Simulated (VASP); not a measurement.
Input of a VASP 6.6.1 run:

INCAR

```
ALGO = Normal
EDIFF = 1E-6
ENCUT = 500
GGA = PS
GGA_COMPAT = False
ISIF = 2
ISMEAR = -1
LASPH = True
LCHARG = False
LREAL = False
LWAVE = False
NBANDS = 24
NELM = 120
PREC = Accurate
SIGMA = 0.1
```

The input KPOINTS:

```
k-points
0
Gamma
  2 10 3
```

Contents of POSCAR:

```
Ir
1.0
   12.2384552500      0.0000000000      0.0000000000
    0.0000000000      2.2334312600      0.0000000000
    0.0000000000      0.0000000000      7.1930008000
Ir
2
Direct
    0.2499999998      0.0000000000      0.1639883997
    0.7500000002      0.0000000000      0.8360116003
```

Potentials or basis: VASP PAW PBE potentials, release 64 (Ir_sv_GW).

Command:

```bash
$ cat potpaw_PBE.64/Ir_sv_GW/POTCAR > POTCAR
$ mpirun -np 1 vasp_std > vasp.out
```

Estimate the band gap on the k mesh.

zero (band 17 reaches -0.65 eV, above the bottom of band 18 at -4.18 eV).

Estimate the pressure.

0.4 GPa.

Stress tensor (GPa, compression positive):
```
-0.47  0.00  0.00
 0.00  2.02  0.00
 0.00  0.00 -0.46
```

Caveat: the PAW data sets were made with another functional, which shifts forces and pressure a little; spin-orbit coupling is left out, which moves the levels of the heavy elements.
